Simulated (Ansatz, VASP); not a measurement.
Ag in VASP and in Ansatz

The input POSCAR:

```
Ag
1.0
    4.5478253323      0.0000000000      0.0000000000
   -2.2739126661      3.9385322697      0.0000000000
    0.0000000000      0.0000000000      2.7212787672
Ag
3
Direct
    0.0000000000      1.0000000000      0.0000000000
    0.3333333333      0.6666666667      0.5000000000
    0.6666666667      0.3333333333      0.5000000000
```

Contents of INCAR.step1:

```
SYSTEM = Ag
PREC     = Accurate       ! precision mode
ENCUT    = 520            ! plane-wave cutoff, eV
ISMEAR   = -1             ! smearing method
SIGMA    = 0.1            ! smearing width, eV
LREAL    = .False.        ! projectors in reciprocal space
LASPH    = .True.         ! aspherical terms in the spheres
NELM     = 60             ! most SCF steps
NBANDS   = 24             ! bands
GGA      = PE             ! functional
ALGO     = Normal         ! electronic algorithm
EDIFF    = 1E-4           ! SCF threshold, eV
LWAVE    = .True.         ! write WAVECAR
LCHARG   = .False.        ! write CHGCAR
```

Contents of INCAR.step2:

```
SYSTEM = Ag
PREC     = Accurate       ! precision mode
ENCUT    = 520            ! plane-wave cutoff, eV
EDIFF    = 1E-6           ! SCF threshold, eV
ISMEAR   = -1             ! smearing method
SIGMA    = 0.1            ! smearing width, eV
LREAL    = .False.        ! projectors in reciprocal space
LASPH    = .True.         ! aspherical terms in the spheres
NELM     = 60             ! most SCF steps
ALGO     = Normal         ! electronic algorithm
ISIF     = 2              ! what is computed and relaxed
LWAVE    = .False.        ! write WAVECAR
LCHARG   = .True.         ! write CHGCAR
METAGGA  = R2SCAN         ! meta-GGA
LMIXTAU  = .True.       
LELF     = .True.         ! ELF
LVHAR    = .True.       
NBANDS   = 24             ! bands
ISTART   = 1
```

Contents of KPOINTS:

```
Automatic mesh
0
Gamma
  9 9 13
  0 0 0
```

Input for Ansatz:

```yaml
crystal:
  lattice:
    - [4.5478253323, 0.0, 0.0]
    - [-2.2739126661, 3.9385322697, 0.0]
    - [0.0, 0.0, 2.7212787672]
  atoms:
    - { symbol: Ag, position: [0.0, 1.0, 0.0] }
    - { symbol: Ag, position: [0.3333333333, 0.6666666667, 0.5] }
    - { symbol: Ag, position: [0.6666666667, 0.3333333333, 0.5] }
hamiltonian:
  xc: r2scan
  pseudopotentials:
    kind: paw
    azcp:
      Ag: "pseudopotentials/Ag.paw.azcp"
basis:
  ecutwfc: 500
  fft_grid_basis: typed
kpoints:
  mp_grid: { grid: [9, 9, 13], shift: [0, 0, 0] }
magnetization:
  spin_polarized: false
scf:
  occupations: { method: fermi_dirac, width: 0.1 }
  lower_state_search: "off"
output:
  stress: true
  write_density: true
  write_potential: true
  elf: true
  volumetric_format: npy
```

Alike in both runs: task single point; functional r2SCAN; k mesh 9 × 9 × 13; occupations fermi-dirac, width 0.1 eV; no spin polarisation.

|  | VASP | Ansatz |
| --- | --- | --- |
| version | VASP 6.6.1 | Ansatz 0.2.0 |
| potentials or method | VASP PAW PBE potentials, release 64 (Ag), cutoff 520 eV | plane waves (500 eV) with PAW, scalar-relativistic |
| valence electrons in the cell | 33 | 57 |

```csv
,VASP,Ansatz,Ansatz less VASP
pressure (GPa),10.7,10.4,-0.28
"traceless stress, the component that is largest in VASP (GPa)",-0.28,-0.31,-0.029
```

VASP's potentials were made for PBE, not for r2SCAN. VASP's potentials hold 33 valence electrons a cell and Ansatz's 57, so a difference there can come from the potentials and not from the codes.
